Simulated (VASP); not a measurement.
Crystal: Si.

```
Si
1.0
     0.00000    2.73515    2.73515
     2.73515    0.00000    2.73515
     2.73515    2.73515    0.00000
Si
2
Direct
  0.00000 0.00000 0.00000
  0.25000 0.25000 0.25000
```

| Quantity | Value |
| --- | --- |
| Program | VASP 6.6.1 |
| Task | relaxation of cell and atoms |
| Functional | LDA |
| Potentials or basis | VASP PAW LDA potentials, release 64 (Si) |
| Cutoff | 600 eV |
| k mesh | 8 × 8 × 8 |
| Occupations | fermi-dirac, width 0.02 eV |
| Spin | no spin polarisation |

At the start: pressure -3.3 GPa; volume 20.46 Å³/atom.

**Question.** Where does the relaxation end?

**Answer.** Over 3 steps the energy falls by 8.0 meV/atom and the volume is 19.72 Å³/atom (-3.6 %); space group Fd-3m (No. 227, to 0.05 Å).

The path:
```tsv
step	energy change (eV)	largest force (eV/Å)	pressure (GPa)	volume (Å³)
1	0.0000	0.0000	-3.31	40.92
2	-0.0084	0.0000	2.53	38.47
3	-0.0159	0.0000	-0.01	39.44
```

Final structure:
```
Si
1.0
     0.00000    2.70163    2.70163
     2.70163    0.00000    2.70163
     2.70163    2.70163    0.00000
Si
2
Direct
  0.00000 0.00000 0.00000
  0.25000 0.25000 0.25000
```
